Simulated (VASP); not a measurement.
# SiC (Moissanite) (P6_3mc) in VASP: further runs, part 2 of 2

VASP 6.6.1.

## (4) Single point, BLYP+D3(BJ)

This run uses another cell than the first one, of 9.72 Å³/atom, 0.904 times its volume.

INCAR

```
SYSTEM = SiC
  PREC = Accurate
  ENCUT = 520
  EDIFF = 1E-7
  ISMEAR = -1
  SIGMA = 0.05
  LREAL = .FALSE.
  LASPH = .TRUE.
  NELM = 60
  ALGO = Normal
  ISIF = 2
  LWAVE = .FALSE.
  LCHARG = .FALSE.
  GGA = B5
  ALDAX = 1.0
  AGGAX = 1.0
  AGGAC = 1.0
  ALDAC = 0.0
  IVDW = 12
  VDW_S6 = 1.0
  VDW_S8 = 2.6996
  VDW_A1 = 0.4298
  VDW_A2 = 4.2359
  NBANDS = 16
```

KPOINTS

```
regular mesh
0
G
  10 10 5
  0 0 0
```

POSCAR

```
SiC
1.0
    3.0132068704      0.0000000000      0.0000000000
   -1.5066034352      2.6095136966      0.0000000000
    0.0000000000      0.0000000000      4.9449506768
Si C
2 2
Direct
    0.6666666667      0.3333333333      0.5000000000
    0.3333333333      0.6666666667      0.0000000000
    0.6666666667      0.3333333333      0.8850000000
    0.3333333333      0.6666666667      0.3850000000
```

Potentials or basis: VASP PAW PBE potentials, release 64 (Si, C).

The run is started by

```bash
> cat potpaw_PBE.64/Si/POTCAR potpaw_PBE.64/C/POTCAR > POTCAR
> mpirun -np 1 vasp_std > vasp.out
```

OUTCAR:

```text
SYSTEM = SiC
   PREC = Accurate
   ENCUT = 520
   EDIFF = 1E-7
   ISMEAR = -1
   LREAL = .FALSE.
   LASPH = .TRUE.
   NELM = 60
   ISIF = 2
   GGA = B5
   IVDW = 12
 IVDW          = 12

 ion  position               nearest neighbor table
   1  0.667  0.333  0.500-   4 1.83   4 1.83   4 1.83   3 1.90   2 3.02   2 3.02   2 3.02   2 3.02
                             2 3.02   2 3.02
   2  0.333  0.667  0.000-   3 1.83   3 1.83   3 1.83   4 1.90   1 3.02   1 3.02   1 3.02   1 3.02
                             1 3.02   1 3.02
   3  0.667  0.333  0.885-   2 1.83   2 1.83   2 1.83   1 1.90
   4  0.333  0.667  0.385-   1 1.83   1 1.83   1 1.83   2 1.90

  LATTYP: Found a hexagonal cell.
 ALAT       =     3.0132068704
 C/A-ratio  =     1.6410923277

  Lattice vectors:

 A1 = (   3.0132068704,   0.0000000000,   0.0000000000)
 A2 = (  -1.5066034352,   2.6095136966,   0.0000000000)
 A3 = (   0.0000000000,   0.0000000000,   4.9449506768)

Analysis of symmetry for initial positions (statically):
=====================================================================
 Subroutine PRICEL returns:
 Original cell was already a primitive cell.

 Routine SETGRP: Setting up the symmetry group for a
 hexagonal supercell.

 Subroutine GETGRP returns: Found 12 space group operations
 (whereof  6 operations were pure point group operations)
 out of a pool of 24 trial point group operations.

The static configuration has the point symmetry C_3v.
 The point group associated with its full space group is C_6v.

Analysis of symmetry for dynamics (positions and initial velocities):
=====================================================================
 Subroutine PRICEL returns:
 Original cell was already a primitive cell.

 Routine SETGRP: Setting up the symmetry group for a
 hexagonal supercell.

 Subroutine GETGRP returns: Found 12 space group operations
 (whereof  6 operations were pure point group operations)
 out of a pool of 24 trial point group operations.

The dynamic configuration has the point symmetry C_3v.
[... 127 lines left out ...]
  Thomas-Fermi vector in A             =   2.352987
   LORBIT       =      0    0 simple, 1 ext, 2 COOP (PROOUT), +10 PAW based schemes
   GGA     = B5    functional components
   LHFCALC =     F    Hartree Fock is set to
   AEXX    =    0.0000 exact exchange contribution
   IVDW    =    12    specifies the selected vdW correction
   LEPSILON=     F    determine dielectric tensor
   LRPA    =     F    only Hartree local field effects (RPA)
 non-spin polarized calculation
  energy-cutoff  :      520.00
  volume of cell :       38.88
 maximum number of plane-waves:      1087
 NGX is ok and might be reduce to    24
   NGX = 11   NGY = 11   NGZ = 19

 number of electron      15.9999999 magnetization

 Free energy of the ion-electron system (eV)
  ---------------------------------------------------
  ext. energy  EPLUGINS =         0.00000000
  ---------------------------------------------------
  free energy    TOTEN  =       -26.97565927 eV

  energy without entropy =      -26.97565927  energy(sigma->0) =      -26.97565927

 E-fermi :  10.5079     XC(G=0): -10.9090

 val. band max:        9.5442984083   @ k =   0.0000   0.0000   0.0000
 cond. band min:      12.2794799682   @ k =   0.3000   0.3000   0.0000
 fundamental gap:      2.7351815598
 Fermi energy:        10.5079121669

 k-point     1 :       0.0000    0.0000    0.0000
  band No.  band energies     occupation
      1      -6.5424      2.00000
      2      -2.8634      2.00000
      3       0.6506      2.00000
      4       7.9642      2.00000
      5       7.9642      2.00000
      6       9.2622      2.00000
[... 433 lines left out ...]
      3       1.1177      2.00000
      4       2.6427      2.00000
      5       4.7206      2.00000
      6       5.5383      2.00000
[... 8 lines left out ...]
     15      21.5957      0.00000
     16      22.9795      0.00000

 [... further k-points ...]

------------------------ aborting loop because EDIFF is reached ----------------------------------------

 Edisp (eV)   -2.74061

 E8    (eV) :    -1.8759

  FORCE on cell =-STRESS in cart. coord.  units (eV):
  Direction    XX          YY          ZZ          XY          YZ          ZX
  --------------------------------------------------------------------------------------
  -------------------------------------------------------------------------------------
  Total       3.81594     3.81594     2.25737     0.00000    -0.00000     0.00000
  in kB     157.23939   157.23939    93.01695     0.00000    -0.00000     0.00000
  external pressure =      135.83 kB  Pullay stress =        0.00 kB

 VOLUME and BASIS-vectors are now :
 -----------------------------------------------------------------------------
  energy-cutoff  :      520.00
  volume of cell :       38.88
      direct lattice vectors                 reciprocal lattice vectors
     3.013206870  0.000000000  0.000000000     0.331872335  0.191606582  0.000000000
    -1.506603435  2.609513697  0.000000000     0.000000000  0.383213164  0.000000000
     0.000000000  0.000000000  4.944950677     0.000000000  0.000000000  0.202226486

 POSITION                                       TOTAL-FORCE (eV/Angst)
 -----------------------------------------------------------------------------------
      1.50660      0.86984      2.47248        -0.000000      0.000000      0.864379
     -0.00000      1.73968      0.00000         0.000000      0.000000      0.864379
      1.50660      0.86984      4.37628        -0.000000      0.000000     -0.864379
     -0.00000      1.73968      1.90381         0.000000      0.000000     -0.864379
 -----------------------------------------------------------------------------------
    total drift:                               -0.000000      0.000000     -0.000018

  FREE ENERGIE OF THE ION-ELECTRON SYSTEM (eV)
  ---------------------------------------------------
  free  energy   TOTEN  =       -29.7162715887 eV

  energy  without entropy=      -29.7162715887  energy(sigma->0) =      -29.71627159
```

OSZICAR:

```text
N       E                     dE             d eps       ncg     rms          rms(c)
DAV:   1     0.309057125472E+02    0.30906E+02   -0.72611E+03  1344   0.904E+02
DAV:   2    -0.291260296970E+02   -0.60032E+02   -0.54707E+02  1952   0.164E+02
DAV:   3    -0.317607322644E+02   -0.26347E+01   -0.26248E+01  1760   0.316E+01
DAV:   4    -0.317796710894E+02   -0.18939E-01   -0.18935E-01  1688   0.331E+00
DAV:   5    -0.317798608022E+02   -0.18971E-03   -0.18971E-03  1728   0.311E-01    0.131E+01
DAV:   6    -0.270649482341E+02    0.47149E+01   -0.87451E+00  1696   0.185E+01    0.544E+00
DAV:   7    -0.269894995526E+02    0.75449E-01   -0.15515E+00  1928   0.736E+00    0.260E+00
DAV:   8    -0.269768167498E+02    0.12683E-01   -0.60228E-02  1544   0.163E+00    0.652E-01
DAV:   9    -0.269754249763E+02    0.13918E-02   -0.10876E-02  1856   0.708E-01    0.173E-01
DAV:  10    -0.269756202463E+02   -0.19527E-03   -0.14471E-03  1632   0.225E-01    0.525E-02
DAV:  11    -0.269756585042E+02   -0.38258E-04   -0.55511E-05  1648   0.603E-02    0.326E-02
DAV:  12    -0.269756587557E+02   -0.25147E-06   -0.48133E-06  1816   0.138E-02    0.107E-02
DAV:  13    -0.269756592386E+02   -0.48292E-06   -0.27156E-06  1696   0.106E-02    0.202E-03
DAV:  14    -0.269756592716E+02   -0.33068E-07   -0.15369E-07  1216   0.276E-03
   1 F= -.29716272E+02 E0= -.29716272E+02  d E =-.274868E-10
```

Wall time 30 s (1 thread of Intel Xeon Platinum 8488C (Sapphire Rapids), shared host); peak memory 0.17 GiB.

What came out:

```yaml
Free_energy: -29.7163 eV
Pressure: 13.6 GPa
Largest_force: 0.864 eV/Å
Band_gap_on_the_k_mesh: 2.74 eV, indirect (least direct gap 4.48 eV)
Dispersion_energy_per_atom: -0.685 eV
```

Forces in eV/Å, atoms in the order of the input:
```
Si   0.000  0.000  0.864
Si   0.000  0.000  0.864
C    0.000  0.000 -0.864
C    0.000  0.000 -0.864
```

Levels at points of the mesh, in eV from the valence-band top:
```csv
k point,band 6,band 7,band 8,band 9,band 10,band 11
"(0.00, 0.00, 0.00)",-0.28,-0.28,0.00,5.32,6.83,6.99
"(0.50, 0.00, 0.00)",-3.62,-3.31,-1.50,2.98,4.51,7.39
```

Caveat: the PAW data sets were made with another functional, which shifts forces and pressure a little. A k mesh can miss the band edges.

## (5) Summary

```csv
level,potentials or basis,cell,gap on the mesh (eV),pressure (GPa),largest force (eV/Å)
LDA,"VASP PAW LDA potentials, release 64 (Si, C)","a = 3.116, b = 3.116, c = 5.114 Å, angles 90.0, 90.0, 120.0°, 4 atoms",2.42,-11.4,0.68
RPBE+D3(BJ),"VASP PAW PBE potentials, release 64 (Si, C)","a = 3.006, b = 3.006, c = 4.924 Å, angles 90.0, 90.0, 120.0°, 4 atoms",2.36,-0.7,-
BLYP+D3(BJ),"VASP PAW PBE potentials, release 64 (Si, C)","a = 3.013, b = 3.013, c = 4.945 Å, angles 90.0, 90.0, 120.0°, 4 atoms",2.74,13.6,0.86
```

Alike in all rows: task single point; no spin polarisation; k mesh 10 × 10 × 5; cutoff (eV) 520; smearing fermi-dirac 0.05 eV.

Caveats: the PAW data sets were made with another functional, which shifts forces and pressure a little (some runs).

Total energies depend on the potentials used, so only differences within one code and one set of settings carry meaning.
